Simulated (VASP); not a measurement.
Write the native input for VASP 6.6.1 that does the following.

- Task: single point
- Functional: LDA
- Potentials or basis: VASP PAW LDA potentials, release 64 (Pb_d, Se)
- Cutoff: 520 eV
- k mesh: 7 × 7 × 7
- Occupations: fermi-dirac, width 0.05 eV
- Spin: no spin polarisation
- Dipole correction: no
- Further INCAR settings: ALGO = Normal; EDIFF = 1e-06; NBANDS = 17

The structure of PbSe lies in POSCAR:

```
PbSe
1.0
    3.8093844655      0.0000000000      0.0000000000
    0.0000000000      3.8093844655      0.0000000000
    0.0000000000      0.0000000000      3.8093844655
Pb Se
1 1
Direct
    0.0000000000      0.0000000000      0.0000000000
    0.5000000000      0.5000000000      0.5000000000
```

One way to write it, as run:

INCAR

```
SYSTEM = PbSe
PREC     = Accurate       ! precision mode
ENCUT    = 520            ! plane-wave cutoff, eV
EDIFF    = 1E-6           ! SCF threshold, eV
ISMEAR   = -1             ! smearing method
SIGMA    = 0.05           ! smearing width, eV
LREAL    = .FALSE.        ! projectors in reciprocal space
LASPH    = .TRUE.         ! aspherical terms in the spheres
NELM     = 100            ! most SCF steps
ALGO     = Normal         ! electronic algorithm
ISIF     = 2              ! what is computed and relaxed
LWAVE    = .FALSE.        ! write WAVECAR
LCHARG   = .FALSE.        ! write CHGCAR
NBANDS   = 17             ! bands
```

KPOINTS

```
Automatic mesh
0
G
  7 7 7
  0 0 0
```

Potentials or basis: VASP PAW LDA potentials, release 64 (Pb_d, Se).

Command:

```sh
$ cat potpaw_LDA.64/Pb_d/POTCAR potpaw_LDA.64/Se/POTCAR > POTCAR
$ mpirun -np 1 vasp_std > vasp.out
```

It gave:

```yaml
Pressure: -5.5 GPa
Band_gap_on_the_k_mesh: zero (band 10 reaches 4.95 eV, above the bottom of band 11 at 4.79 eV)
```

Caveat: spin-orbit coupling is left out, which moves the levels of the heavy elements.

Wall time 16 s on 1 thread of Intel(R) Xeon(R) Platinum 8259CL CPU @ 2.50GHz (Skylake/Cascade Lake), on a shared host, peak memory 0.15 GiB.
